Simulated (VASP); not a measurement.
A run of VASP 6.6.1 is set up as follows.

INCAR

```
PREC     = Accurate       # precision mode
ENCUT    = 520            # plane-wave cutoff, eV
EDIFF    = 1E-6           # SCF threshold, eV
ISMEAR   = 0              # smearing method
SIGMA    = 0.02           # smearing width, eV
LREAL    = F              # projectors in reciprocal space
LASPH    = T              # aspherical terms in the spheres
NELM     = 60             # most SCF steps
ALGO     = Normal         # electronic algorithm
ISIF     = 2              # what is computed and relaxed
LWAVE    = F              # write WAVECAR
LCHARG   = F              # write CHGCAR
GGA      = PE             # functional
NBANDS   = 41             # bands
```

Contents of KPOINTS:

```
regular mesh
0
Gamma
  8 8 8
```

File POSCAR:

```
BeZn3Se4
1.0
   -2.8869777831      2.8869777831      5.7583560100
    2.8869777831     -2.8869777831      5.7583560100
    2.8869777831      2.8869777831     -5.7583560100
Be Zn Se
1 3 4
Direct
    0.0000000000      0.0000000000      0.0000000000
    0.7500000000      0.2500000000      0.5000000000
    0.5000000000      0.5000000000      0.0000000000
    0.2500000000      0.7500000000      0.5000000000
    0.8849274956      0.3515525028      0.0000000000
    0.6484474972      0.6484474972      0.5333749928
    0.3515525028      0.8849274956      0.0000000000
    0.1150725044      0.1150725044      0.4666250072
```

Potentials or basis: VASP PAW PBE potentials, release 64 (Be, Zn, Se).

Run with:

```console
$ cat potpaw_PBE.64/Be/POTCAR potpaw_PBE.64/Zn/POTCAR potpaw_PBE.64/Se/POTCAR > POTCAR
$ mpirun -np 1 vasp_std > vasp.out
```

**Question.** Predict the pressure.

**Answer.** -4.6 GPa.

**Question.** Predict the band gap on the k mesh.

**Answer.** 1.34 eV, direct.

**Question.** What does it give for the largest force?

**Answer.** 0.007 eV/Å.

Forces in eV/Å, atoms in the order of the input:
```
Be   0.000  0.000  0.000
Zn   0.000  0.000  0.000
Zn   0.000  0.000  0.000
Zn   0.000  0.000  0.000
Se  -0.002  0.002 -0.006
Se   0.002  0.002  0.006
Se   0.002 -0.002 -0.006
Se  -0.002 -0.002  0.006
```

 A k mesh can miss the band edges.
